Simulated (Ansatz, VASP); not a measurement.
**One calculation of SnO2, two programs**

```
CELL_PARAMETERS angstrom
1.68178 0.97097 5.18464
-1.68178 0.97097 5.18464
0.00000 -1.94195 5.18464
ATOMIC_POSITIONS crystal
Sn 0.50000 0.50000 0.50000
O 0.23717 0.23717 0.23717
O 0.76283 0.76283 0.76283
```

Change from the starting cell: strain +0.040 along x and y, +0.080 along z, atoms carried along.

Alike in both runs: task single point; functional r2SCAN; k mesh 12 × 12 × 12; occupations gaussian, width 0.05 eV; no spin polarisation.

|  | VASP | Ansatz |
| --- | --- | --- |
| version | VASP 6.6.1 | Ansatz 0.2.0 |
| potentials or method | VASP PAW PBE potentials, release 64 (Sn_d, O), cutoff 520 eV | scalar-relativistic, plane waves, PAW |
| valence electrons in the cell | 26 | 26 |

|  | VASP | Ansatz | Ansatz less VASP |
| --- | --- | --- | --- |
| gap on the k mesh at the Fermi level (eV) | 1.74 | 1.75 | +0.015 |
| least direct gap on the mesh (eV) | 1.78 | 1.80 | +0.013 |
| pressure (GPa) | -19.6 | -20.1 | -0.54 |
| traceless stress, the component that is largest in VASP (GPa) | 4.31 | 4.64 | +0.334 |
| rms of the force components (eV/Å) | 0.931 | 0.959 | +0.0285 |

VASP's potentials were made for PBE, not for r2SCAN. Atom by atom the forces differ by 0.028 eV/Å (rms over components). The functional is the same, so the differences come from potentials, cutoffs and numerics.
